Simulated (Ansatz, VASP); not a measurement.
One calculation of BaO, two programs

```xyz
2
Lattice="0.0000 2.0262 2.0262 2.0262 0.0000 2.0262 2.0262 2.0262 0.0000" Properties=species:S:1:pos:R:3 pbc="T T T"
Ba    0.0000    0.0000    0.0000
O     2.0262    2.0262    2.0262
```

Change from the starting cell: volume scaled by 0.4, PAW files.

Alike in both runs: task single point; functional PBEsol; k mesh 9 × 9 × 9; occupations fermi-dirac, width 0.03 eV; no spin polarisation.

|  | VASP | Ansatz |
| --- | --- | --- |
| version | VASP 6.6.1 | Ansatz 0.2.0 |
| potentials or method | VASP PAW PBE potentials, release 64 (Ba_sv, O) | PAW with Ansatz's default frozen-core files, scalar-relativistic |
| plane-wave cutoff (eV) | 600 | 420 |
| valence electrons in the cell | 16 | 16 |

```csv
,VASP,Ansatz,Ansatz less VASP
pressure (GPa),505.3,402.5,-102.83
```

VASP's potentials were made for PBE, not for PBEsol. The pressures are high and differ by over a tenth, so treat them with care. The functional is the same, so the differences come from potentials, cutoffs and numerics.

Spin-orbit coupling is off throughout. Noted on VASP's run: the cell as given lies far from equilibrium.
